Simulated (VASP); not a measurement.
Set up this calculation in VASP 6.6.1, as the native input.

```yaml
Task: single point
Functional: PBEsol
Potentials_or_basis: VASP PAW PBE potentials, release 64 (Hf_pv)
Cutoff: 520 eV
k_mesh: 10 × 10 × 14
Occupations: gaussian, width 0.05 eV
Spin: no spin polarisation
Dipole_correction: no
Further_INCAR_settings: ALGO = Fast; EDIFF = 1e-06; NBANDS = 22
```

The structure of Hf lies in POSCAR:

```
Hf
1.0
    4.5631615826      0.0000000000      0.0000000000
   -2.2815807913      3.9518138521      0.0000000000
    0.0000000000      0.0000000000      2.8451095520
Hf
3
Direct
    0.6666666667      0.3333333333      0.5000000000
    0.3333333333      0.6666666667      0.5000000000
    0.0000000000      0.0000000000      0.0000000000
```

This isn't the form of Hf at room conditions, which is hcp.

These files were run (other wordings do the same):

INCAR

```
SYSTEM = Hf
  PREC = Accurate
  ENCUT = 520
  EDIFF = 1E-6
  ISMEAR = 0
  SIGMA = 0.05
  LREAL = .False.
  LASPH = .True.
  NELM = 60
  ALGO = Fast
  ISIF = 2
  LWAVE = .False.
  LCHARG = .False.
  GGA = PS
  NBANDS = 22
```

KPOINTS

```
Automatic mesh
0
Gamma
  10 10 14
  0 0 0
```

Potentials or basis: VASP PAW PBE potentials, release 64 (Hf_pv).

The run is started by

```sh
$ cat potpaw_PBE.64/Hf_pv/POTCAR > POTCAR
$ mpirun -np 1 vasp_std > vasp.out
```

Results of the run:

| Item | Value |
| --- | --- |
| Pressure | 37.6 GPa |
| Band gap on the k mesh | zero (bands 15 and 16 overlap by 1.06 eV) |

Caveat: the cell stands under pressure; the PAW data sets were made with another functional, which shifts forces and pressure a little; spin-orbit coupling is left out, which moves the levels of the heavy elements.

Run time: 43 s on 1 thread of Intel(R) Xeon(R) 6975P-C (Granite Rapids) (shared host), peak memory 0.24 GiB.
